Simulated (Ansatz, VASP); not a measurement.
## One calculation of AlP, two programs

POSCAR

```
AlP
1.0
    0.0000000000      2.7392572066      2.7392572066
    2.7392572066      0.0000000000      2.7392572066
    2.7392572066      2.7392572066      0.0000000000
Al P
1 1
Direct
    0.0000000000      0.0000000000      0.0000000000
    0.2500000000      0.2500000000      0.2500000000
```

The input INCAR.step1:

```
PREC = Accurate ; ENCUT = 400
EDIFF = 1E-5 ; ISMEAR = 0
SIGMA = 0.01 ; LREAL = F
LASPH = T ; NELM = 120
ALGO = Normal ; ISIF = 2
LWAVE = T ; LCHARG = F
GGA = PE ; NBANDS = 11
GGA_COMPAT = F
```

Contents of INCAR.step2:

```
PREC = Accurate ; ENCUT = 400
EDIFF = 1E-6 ; ISMEAR = 0
SIGMA = 0.01 ; LREAL = F
LASPH = T ; NELM = 120
ALGO = Normal ; ISIF = 2
LWAVE = F ; LCHARG = F
GGA = PE ; LHFCALC = T
HFSCREEN = 0.2079 ; PRECFOCK = Normal
ISTART = 1 ; NBANDS = 11
GGA_COMPAT = F
```

KPOINTS

```
Automatic mesh
0
Gamma
  6 6 6
```

Input for Ansatz:

```yaml
crystal:
  lattice:
    - [0.0, 2.7392572066, 2.7392572066]
    - [2.7392572066, 0.0, 2.7392572066]
    - [2.7392572066, 2.7392572066, 0.0]
  atoms:
    - { symbol: Al, position: [0.0, 0.0, 0.0] }
    - { symbol: P, position: [0.25, 0.25, 0.25] }
kpoints:
  mp_grid: { grid: [6, 6, 6] }
  band_path:
    path:
      - [0.0, 0.0, 0.0]
      - [-0.5, -0.5, 0.0]
      - [-0.375, -0.375, 0.25]
      - [-0.375, 0.0, 0.375]
      - [0.0, 0.0, 0.5]
      - [-0.5, -0.25, 0.25]
      - [0.0, 0.5, 0.5]
    npoints: 1
hamiltonian:
  xc: hse06
scf:
  occupations: { method: fixed }
  n_extra_bands: 4
output:
  forces: true
  stress: true
  eigenvalues: true
  write_density: true
  write_potential: true
  elf: true
  volumetric_format: npy
```

Alike in both runs: task single point; functional HSE06; k mesh 6 × 6 × 6; no spin polarisation.

|  | VASP | Ansatz |
| --- | --- | --- |
| version | VASP 6.6.1 | Ansatz 0.2.0 |
| potentials or method | VASP PAW PBE potentials, release 64 (Al, P) | plane waves, PAW |
| plane-wave cutoff (eV) | 400 | 420 |
| occupations | gaussian, width 0.01 eV | fixed |
| valence electrons in the cell | 8 | 8 |

```tsv
	VASP	Ansatz	Ansatz less VASP
gap on the k mesh at the Fermi level (eV)	2.29	2.28	-0.002
pressure (GPa)	-0.4	-0.1	+0.25
```

Ansatz's warnings: stress exchange threshold loose, stress scf threshold loose.
